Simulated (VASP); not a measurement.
# Li (Fm-3m) in VASP: notebook

Li is run at these levels: PBEsol; tasks: single point, relaxation of cell and atoms.

Everything below comes from runs of VASP 6.6.1. Logs are shortened: lines on timing, memory, paths and dates and some standing lists are left out, and cuts for length are marked.

**1. The cell of the first run**

The structure is cubic, space group Fm-3m (No. 225). The conventional cell has a = 3.457 Å, b = 3.457 Å, c = 3.457 Å, α = 90.00°, β = 90.00°, γ = 90.00°. Within 3.2 Å of Li (site symmetry m-3m) lie 12 Li at 2.44 Å.

**2. Single point, PBEsol**

Contents of INCAR:

```
SYSTEM = Li
  PREC = Accurate
  ENCUT = 520
  EDIFF = 1E-7
  ISMEAR = -1
  SIGMA = 0.08
  LREAL = .False.
  LASPH = .True.
  NELM = 100
  ALGO = Normal
  ISIF = 2
  LWAVE = .False.
  LCHARG = .False.
  GGA = PS
  NBANDS = 8
```

Contents of KPOINTS:

```
Automatic mesh
0
Gamma
  19 19 19
  0 0 0
```

Contents of POSCAR:

```
Li
1.0
    0.0000000000      1.7283415429      1.7283415429
    1.7283415429      0.0000000000      1.7283415429
    1.7283415429      1.7283415429      0.0000000000
Li
1
Direct
    0.0000000000      0.0000000000      0.0000000000
```

Potentials or basis: VASP PAW PBE potentials, release 64 (Li_sv).

Command:

```bash
> cat potpaw_PBE.64/Li_sv/POTCAR > POTCAR
> mpirun -np 1 vasp_std > vasp.out
```

OUTCAR:

```text
SYSTEM = Li
   PREC = Accurate
   ENCUT = 520
   EDIFF = 1E-7
   ISMEAR = -1
   LREAL = .False.
   LASPH = .True.
   NELM = 100
   ISIF = 2
   GGA = PS

 ion  position               nearest neighbor table
   1  0.000  0.000  0.000-

  LATTYP: Found a face centered cubic cell.
 ALAT       =     3.4566830858

  Lattice vectors:

 A1 = (   0.0000000000,   1.7283415429,   1.7283415429)
 A2 = (   1.7283415429,   0.0000000000,   1.7283415429)
 A3 = (   1.7283415429,   1.7283415429,   0.0000000000)

Analysis of symmetry for initial positions (statically):
=====================================================================
 Subroutine PRICEL returns:
 Original cell was already a primitive cell.

 Routine SETGRP: Setting up the symmetry group for a
 face centered cubic supercell.

 Subroutine GETGRP returns: Found 48 space group operations
 (whereof 48 operations were pure point group operations)
 out of a pool of 48 trial point group operations.

The static configuration has the point symmetry O_h .

Analysis of symmetry for dynamics (positions and initial velocities):
=====================================================================
 Subroutine PRICEL returns:
 Original cell was already a primitive cell.

 Routine SETGRP: Setting up the symmetry group for a
 face centered cubic supercell.

 Subroutine GETGRP returns: Found 48 space group operations
 (whereof 48 operations were pure point group operations)
 out of a pool of 48 trial point group operations.

The dynamic configuration has the point symmetry O_h .

 Subroutine INISYM returns: Found 48 space group operations
 (whereof 48 operations are pure point group operations),
 and found     1 'primitive' translations

----------------------------------------------------------------------------------------

                                     Primitive cell

  volume of cell :      10.3257

  direct lattice vectors                    reciprocal lattice vectors
     0.000000000  1.728341543  1.728341543    -0.289294672  0.289294672  0.289294672
     1.728341543  0.000000000  1.728341543     0.289294672 -0.289294672  0.289294672
     1.728341543  1.728341543  0.000000000     0.289294672  0.289294672 -0.289294672

  length of vectors
     2.444244050  2.444244050  2.444244050     0.501073071  0.501073071  0.501073071

  position of ions in fractional coordinates (direct lattice)
     0.000000000  0.000000000  0.000000000

  ion indices of the primitive-cell ions
   primitive index   ion index
                 1           1

----------------------------------------------------------------------------------------

 KPOINTS: Automatic mesh

Automatic generation of k-mesh.
 Grid dimensions read from file:
 generate k-points for:   19   19   19

 Generating k-lattice:

  Cartesian coordinates                     Fractional coordinates (reciprocal lattice)
    -0.015226035  0.015226035  0.015226035     0.052631579  0.000000000  0.000000000
     0.015226035 -0.015226035  0.015226035     0.000000000  0.052631579  0.000000000
     0.015226035  0.015226035 -0.015226035     0.000000000  0.000000000  0.052631579

  Length of vectors
     0.026372267  0.026372267  0.026372267

  Shift w.r.t. Gamma in fractional coordinates (k-lattice)
     0.000000000  0.000000000  0.000000000

 Subroutine IBZKPT returns following result:
 ===========================================

 Found    220 irreducible k-points:

 Following reciprocal coordinates:
            Coordinates               Weight
  0.000000  0.000000  0.000000      1.000000
  0.052632  0.000000  0.000000      8.000000
  0.105263  0.000000  0.000000      8.000000
  0.157895  0.000000  0.000000      8.000000
  0.210526  0.000000  0.000000      8.000000
  0.263158  0.000000  0.000000      8.000000
[... 16 lines left out ...]
 -0.315789  0.052632  0.000000     24.000000
 -0.263158  0.052632  0.000000     24.000000
 [... further k-points ...]
   k-points           NKPTS =    220   k-points in BZ     NKDIM =    220   number of bands    NBANDS=      8
   number of dos      NEDOS =    301   number of ions     NIONS =      1
   total plane-waves  NPLWV =   5832
   dimension x,y,z NGX =    18 NGY =   18 NGZ =   18
   dimension x,y,z NGXF=    36 NGYF=   36 NGZF=   36
   ions per type =               1
   NGX,Y,Z   is equivalent  to a cutoff of  12.24, 12.24, 12.24 a.u.
   NGXF,Y,Z  is equivalent  to a cutoff of  24.49, 24.49, 24.49 a.u.
 SYSTEM =  Li
   PREC   = accura    normal or accurate (medium, high low for compatibility)
   ISTART =      0    job   : 0-new  1-cont  2-samecut
   ICHARG =      2    charge: 1-file 2-atom 10-const
   ISPIN  =      1    spin polarized calculation?
   LNONCOLLINEAR =      F non collinear calculations
   LSORBIT =      F    spin-orbit coupling
   LASPH  =      T    aspherical Exc in radial PAW
   ENCUT  =  520.0 eV  38.22 Ry    6.18 a.u.   4.54  4.54  4.54*2*pi/ulx,y,z
   NELM   =    100;   NELMIN=  2; NELMDL= -5     # of ELM steps
   EDIFF  = 0.1E-06   stopping-criterion for ELM
   LREAL  =      F    real-space projection
   EDIFFG = 0.1E-05   stopping-criterion for IOM
   NSW    =      0    number of steps for IOM
   IBRION =     -1    ionic relax: 0-MD 1-quasi-New 2-CG
   NFREE  =      0    steps in history (QN), initial steepest desc. (CG)
   ISIF   =      2    stress and relaxation
   ISYM   =      2    0-nonsym 1-usesym 2-fastsym
   POTIM  = 0.5000    time-step for ionic-motion
   TEBEG  =    0.0;   TEEND  =   0.0 temperature during run
   PSTRESS=    0.0 pullay stress
   NELECT =       3.0000    total number of electrons
   NUPDOWN=      -1.0000    fix difference up-down
   EMIN   =  10.00;   EMAX   =-10.00  energy-range for DOS
   EFERMI =   0.00;   METHOD = LEGACY
   ISMEAR =    -1;   SIGMA  =   0.08  broadening in eV -4-tet -1-fermi 0-gaus
   EFERMI_NEDOS =   21; number of points for ismear=-14 and -15
   IALGO  =     38    algorithm
   IMIX   =      4    mixing-type and parameters
     AMIX     =   0.40;   BMIX     =  1.00
     AMIX_MAG =   1.60;   BMIX_MAG =  1.00
  volume/ion in A,a.u.               =      10.33        69.68
  Fermi-wavevector in a.u.,A,eV,Ry     =   1.084282  2.048996 15.995934  1.175668
  Thomas-Fermi vector in A             =   2.220369
   LORBIT       =      0    0 simple, 1 ext, 2 COOP (PROOUT), +10 PAW based schemes
   GGA     = PS    functional components
   LHFCALC =     F    Hartree Fock is set to
   AEXX    =    0.0000 exact exchange contribution
   IVDW    =     0    specifies the selected vdW correction
   LEPSILON=     F    determine dielectric tensor
   LRPA    =     F    only Hartree local field effects (RPA)
 non-spin polarized calculation
  energy-cutoff  :      520.00
  volume of cell :       10.33
 maximum number of plane-waves:       291
   NGX =  9   NGY =  9   NGZ =  9

 number of electron       2.9999989 magnetization

 Free energy of the ion-electron system (eV)
  ---------------------------------------------------
  ext. energy  EPLUGINS =         0.00000000
  ---------------------------------------------------
  free energy    TOTEN  =        -1.44180310 eV

  energy without entropy =       -1.43269016  energy(sigma->0) =       -1.43724663

 E-fermi :   3.1175     XC(G=0):  -8.8920

 val. band max:        3.0676782337   @ k =   0.4211   0.3684   0.0526
 cond. band min:       3.1481991612   @ k =   0.4211   0.3158   0.0000
 fundamental gap:      0.0805209275
 Fermi energy:         3.1174873137

 k-point     1 :       0.0000    0.0000    0.0000
  band No.  band energies     occupation
      1     -41.9786      2.00000
      2      -0.9236      2.00000
      3      25.8272      0.00000
      4      25.8272      0.00000
      5      25.8273      0.00000
      6      31.2676      0.00000
      7      31.2676      0.00000
      8      31.2676      0.00000

 k-point     2 :       0.0526    0.0000    0.0000
  band No.  band energies     occupation
      1     -41.9728      2.00000
      2      -0.8707      2.00000
      3      24.8827      0.00000
      4      25.6190      0.00000
      5      25.6191      0.00000
      6      30.3362      0.00000
      7      31.6211      0.00000
      8      31.6212      0.00000

 k-point     3 :       0.1053    0.0000    0.0000
  band No.  band energies     occupation
      1     -41.9561      2.00000
      2      -0.7115      2.00000
      3      22.6876      0.00000
      4      25.1328      0.00000
      5      25.1328      0.00000
      6      30.1679      0.00000
      7      32.4800      0.00000
      8      32.4800      0.00000

 k-point     4 :       0.1579    0.0000    0.0000
  band No.  band energies     occupation
      1     -41.9302      2.00000
      2      -0.4447      2.00000
      3      20.1630      0.00000
      4      24.5793      0.00000
      5      24.5794      0.00000
      6      30.5365      0.00000
      7      33.2434      0.00000
      8      33.2435      0.00000

 k-point     5 :       0.2105    0.0000    0.0000
  band No.  band energies     occupation
      1     -41.8982      2.00000
      2      -0.0698      2.00000
      3      17.6798      0.00000
      4      24.0751      0.00000
      5      24.0752      0.00000
      6      31.0182      0.00000
      7      32.8656      0.00000
      8      32.8656      0.00000
[... 177 lines left out ...]
 k-point    22 :      -0.3684    0.0526    0.0000
  band No.  band energies     occupation
      1     -41.7881      2.00000
      2       1.9103      2.00000
      3      10.9714      0.00000
      4      22.1057      0.00000
      5      23.5457      0.00000
      6      28.0676      0.00000
      7      29.1903      0.00000
      8      32.5488      0.00000

 k-point    23 :      -0.3158    0.0526    0.0000
  band No.  band energies     occupation
      1     -41.8153      2.00000
      2       1.2610      2.00000
      3      12.6402      0.00000
      4      22.0919      0.00000
      5      23.9999      0.00000
      6      28.8792      0.00000
      7      29.7364      0.00000
      8      33.1920      0.00000

 k-point    24 :      -0.2632    0.0526    0.0000
  band No.  band energies     occupation
      1     -41.8480      2.00000
      2       0.6528      2.00000
      3      14.6286      0.00000
      4      22.2384      0.00000
      5      24.4674      0.00000
      6      29.8101      0.00000
      7      30.6033      0.00000
      8      33.2748      0.00000

 [... further k-points ...]
[... 5 lines left out ...]
  --------------------------------------------------------------------------------------
  -------------------------------------------------------------------------------------
  Total        1.7914830      1.7914830      1.7914830     -0.0000000      0.0000000     -0.0000000
  in kB      277.9742525    277.9742525    277.9742525     -0.0000000      0.0000000     -0.0000000
  external PRESSURE =     277.9742525 kB  Pullay stress =       0.0000000 kB

 VOLUME and BASIS-vectors are now :
 -----------------------------------------------------------------------------
  energy-cutoff  :      520.00
  volume of cell :       10.33
      direct lattice vectors                 reciprocal lattice vectors
     0.000000000  1.728341543  1.728341543    -0.289294672  0.289294672  0.289294672
     1.728341543  0.000000000  1.728341543     0.289294672 -0.289294672  0.289294672
     1.728341543  1.728341543  0.000000000     0.289294672  0.289294672 -0.289294672

 POSITION                                       TOTAL-FORCE (eV/Angst)
 -----------------------------------------------------------------------------------
      0.00000      0.00000      0.00000         0.000000     -0.000000      0.000000
 -----------------------------------------------------------------------------------
    total drift:                                0.000000     -0.000000      0.000000

  FREE ENERGIE OF THE ION-ELECTRON SYSTEM (eV)
  ---------------------------------------------------
  free  energy   TOTEN  =        -1.4418031029 eV

  energy  without entropy=       -1.4326901613  energy(sigma->0) =       -1.43724663
```

It took 6.6 s on 1 thread of Intel Xeon 6975P-C (Granite Rapids), shared host; peak memory 0.11 GiB.

Results:

```yaml
Free_energy: -1.4418 eV
```

Caveat: the cutoff is under 1.25 times the usual one of these potentials, so pressure, stress and relaxed cells hold a basis-set (Pulay) error; the PAW data sets were made with another functional, which shifts forces and pressure a little.

**3. Relaxation of cell and atoms, PBEsol, target pressure 28 GPa, at which the enthalpy is minimised**

This run uses another cell than the first one, of 10.35 Å³/atom, 1.002 times its volume.

Contents of INCAR:

```
ALGO = Normal ; EDIFF = 1E-6
EDIFFG = -0.005 ; ENCUT = 600
GGA = PS ; IBRION = 2
ISIF = 3 ; ISMEAR = -1
LASPH = True ; LCHARG = False
LREAL = False ; LWAVE = False
NELM = 100 ; NSW = 60
PREC = Accurate ; PSTRESS = 280.0
SIGMA = 0.08
```

Contents of KPOINTS:

```
k-points
0
Gamma
  19 19 19
```

Contents of POSCAR:

```
Li
1.0
    0.0000000000      1.7295990696      1.7295990696
    1.7295990696      0.0000000000      1.7295990696
    1.7295990696      1.7295990696      0.0000000000
Li
1
Direct
    0.0000000000      0.0000000000      0.0000000000
```

Potentials or basis: VASP PAW PBE potentials, release 64 (Li_sv).

Command:

```bash
> cat potpaw_PBE.64/Li_sv/POTCAR > POTCAR
> mpirun -np 1 vasp_std > vasp.out
```

Run time: 7.2 s. Hardware: 1 thread of Intel Xeon 6975P-C (Granite Rapids), shared host; peak memory 0.12 GiB.

The run converged. Its results:

| Item | Value |
| --- | --- |
| Free energy | -1.4377 eV |
| Relaxed volume | 10.29 Å³/atom |
| Relaxed cell | a = 2.442 Å, b = 2.442 Å, c = 2.442 Å, α = 60.00°, β = 60.00°, γ = 60.00° |
| Space group after relaxing (to 0.05 Å) | Fm-3m (No. 225) |
| Energy change on relaxing (the enthalpy is what falls) | +9.6 meV/atom |
| Ionic steps | 3 |
| Pressure after relaxing | 28.0 GPa |

Step by step:
```tsv
step	energy change (eV)	largest force (eV/Å)	pressure (GPa)	volume (Å³)
1	0.0000	0.0000	27.53	10.35
2	0.0078	0.0000	27.91	10.30
3	0.0096	0.0000	28.00	10.29
```

Final structure:
```
Li
1.0
     0.00000    1.72650    1.72650
     1.72650    0.00000    1.72650
     1.72650    1.72650    0.00000
Li
1
Direct
  0.00000 0.00000 0.00000
```

Levels at points of the mesh, in eV from the Fermi level:
| k point | band 1 | band 2 | band 3 | band 4 | band 5 |
| --- | --- | --- | --- | --- | --- |
| (0.00, 0.00, 0.00) | -45.09 | -4.04 | 22.75 | 22.75 | 22.75 |

Caveat: the cutoff is under 1.25 times the usual one of these potentials, so pressure, stress and relaxed cells hold a basis-set (Pulay) error; the cell is relaxed towards a set pressure, so the enthalpy falls and the energy may rise; the PAW data sets were made with another functional, which shifts forces and pressure a little.

**4. Relaxation of cell and atoms, PBEsol, target pressure 28 GPa, at which the enthalpy is minimised**

Contents of INCAR:

```
ALGO = Normal
EDIFF = 1E-7
EDIFFG = -0.005
ENCUT = 600
GGA = PS
IBRION = 2
ISIF = 3
ISMEAR = -1
LASPH = True
LCHARG = False
LREAL = False
LWAVE = False
NELM = 80
NSW = 32
PREC = Accurate
PSTRESS = 280.0
SIGMA = 0.08
```

KPOINTS is that of step 3.

Contents of POSCAR:

```
Li
1.0
    0.0000000000      1.7283415429      1.7283415429
    1.7283415429      0.0000000000      1.7283415429
    1.7283415429      1.7283415429      0.0000000000
Li
1
Direct
    0.0000000000      0.0000000000      0.0000000000
```

Command:

```bash
> cat potpaw_PBE.64/Li_sv/POTCAR > POTCAR
> mpirun -np 1 vasp_std > vasp.out
```

It took 6.4 s on 1 thread of Intel Xeon 6975P-C (Granite Rapids), shared host; peak memory 0.12 GiB.

Results (log left out):

```
Free energy                                            : -1.4388 eV
Relaxed volume                                         : 10.30 Å³/atom
Relaxed cell                                           : a = 2.442 Å, b = 2.442 Å, c = 2.442 Å, α = 60.00°, β = 60.00°, γ = 60.00°
Space group after relaxing (to 0.05 Å)                 : Fm-3m (No. 225)
Energy change on relaxing (the enthalpy is what falls) : +4.6 meV/atom
Ionic steps                                            : 2
Pressure after relaxing                                : 27.9 GPa
```

Step by step:
| step | energy change (eV) | largest force (eV/Å) | pressure (GPa) | volume (Å³) |
| --- | --- | --- | --- | --- |
| 1 | 0.0000 | 0.0000 | 27.72 | 10.33 |
| 2 | 0.0046 | 0.0000 | 27.95 | 10.30 |

Final structure:
```
Li
1.0
     0.00000    1.72685    1.72685
     1.72685    0.00000    1.72685
     1.72685    1.72685    0.00000
Li
1
Direct
  0.00000 0.00000 0.00000
```

Levels at points of the mesh, in eV from the Fermi level:
```
           k point  band 1  band 2  band 3  band 4  band 5
(0.00, 0.00, 0.00)  -45.09   -4.04   22.74   22.74   22.74
```

Caveat: the cutoff is under 1.25 times the usual one of these potentials, so pressure, stress and relaxed cells hold a basis-set (Pulay) error; the cell is relaxed towards a set pressure, so the enthalpy falls and the energy may rise; the PAW data sets were made with another functional, which shifts forces and pressure a little.

**5. Summary**

```tsv
task	cell	cutoff (eV)	gap on the mesh (eV)	pressure (GPa)
single point	a = 2.444 Å, angles 60.0°, 1 atom	520	none	-
relaxation of cell and atoms	relaxed to 28 GPa from a = 2.446 Å, angles 60.0°, 1 atom	600	none	28.0
relaxation of cell and atoms	relaxed to 28 GPa from a = 2.444 Å, angles 60.0°, 1 atom	600	none	27.9
```

Alike in all rows: level PBEsol; potentials or basis VASP PAW PBE potentials, release 64 (Li_sv); no spin polarisation; k mesh 19 × 19 × 19; smearing fermi-dirac 0.08 eV.

Caveats: the cutoff is under 1.25 times the usual one of these potentials, so pressure, stress and relaxed cells hold a basis-set (Pulay) error; the PAW data sets were made with another functional, which shifts forces and pressure a little; the cell is relaxed towards a set pressure, so the enthalpy falls and the energy may rise (some runs).

Absolute energies hang on the potentials; compare differences alone.
